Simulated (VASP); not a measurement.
Input of a VASP 6.6.1 run:

Contents of INCAR:

```
  ALGO = Normal
  EDIFF = 1E-6
  ENCUT = 1000
  GGA = PE
  GGA_COMPAT = F
  ISIF = 2
  ISMEAR = -1
  IVDW = 12
  LASPH = T
  LCHARG = T
  LELF = T
  LREAL = Auto
  LVHAR = T
  LWAVE = F
  NBANDS = 101
  NELM = 120
  PREC = Accurate
  SIGMA = 0.05
```

KPOINTS

```
k-points
0
Gamma
  1 1 1
```

The input POSCAR:

```
CO2
1.0
    8.4061180000      0.0000000000      0.0000000000
    0.0000000000      8.4061180000      0.0000000000
    0.0000000000      0.0000000000      8.4061180000
C O
10 20
Direct
    0.4443906212      0.6335980532      0.3756549694
    0.6814917421      0.3489363342      0.6758291996
   -0.0521643879      0.5676103999      0.3733947109
    0.3972820748      0.8761000024      1.0366021510
    0.5240706828      0.3107617571      0.0775863484
    0.1376021607      0.9094685561      0.5111991052
    0.2122620691      0.3202191547      0.6176929708
    0.8715319009      0.9516045337      0.9173556688
    1.0596092037      0.5650170507      0.8920883576
    0.5462569048      1.0395880714      0.3961995299
    0.3298074093      0.6272455371      0.2983898156
    0.5636965838      0.6564266645      0.4472694768
    0.6268648620      0.3467474523      0.8058059618
    0.7451834485      0.3448202845      0.5435089063
    0.0253624800      0.5863229614      0.4953178150
   -0.1246948948      0.5651479078      0.2548619946
    0.2769887361      0.9356875552      1.0652360578
    0.5179798808      0.8210329667      0.9982729246
    0.3943675309      0.3156748454      0.0305372825
    0.6640639591      0.3021846707      0.1080641504
    0.1842467593      0.8708419273      0.6385825181
    0.0804771001      0.9587302962      0.3908105977
    0.1142501212      0.2242533355      0.6576043781
    0.3051230068      0.4219902695      0.5971959946
    0.9153809166      0.9218404976      1.0441204846
    0.8232456409      0.9953107963      0.7931009296
    1.1863383312      0.5889282068      0.9465724845
    0.9356994513      0.5512056814      0.8328933760
    0.6262938493      0.9844853475      0.2958202585
    0.4687657252      1.1115475657      0.4953059189
```

Potentials or basis: VASP PAW PBE potentials, release 64 (C_h, O_h).

Launch:

```sh
$ cat potpaw_PBE.64/C_h/POTCAR potpaw_PBE.64/O_h/POTCAR > POTCAR
$ mpirun -np 1 vasp_gam > vasp.out
```

(1) What does it give for the pressure?

(2) What does it give for the largest force?

(3) What does it give for the dispersion energy per atom?

## Answers

(1) -2.1 GPa.

(2) 5.057 eV/Å.

(3) -0.050 eV.

Caveat: the k points lie up to 0.75 Å⁻¹ apart; the atoms stand as in a frame of molecular dynamics.
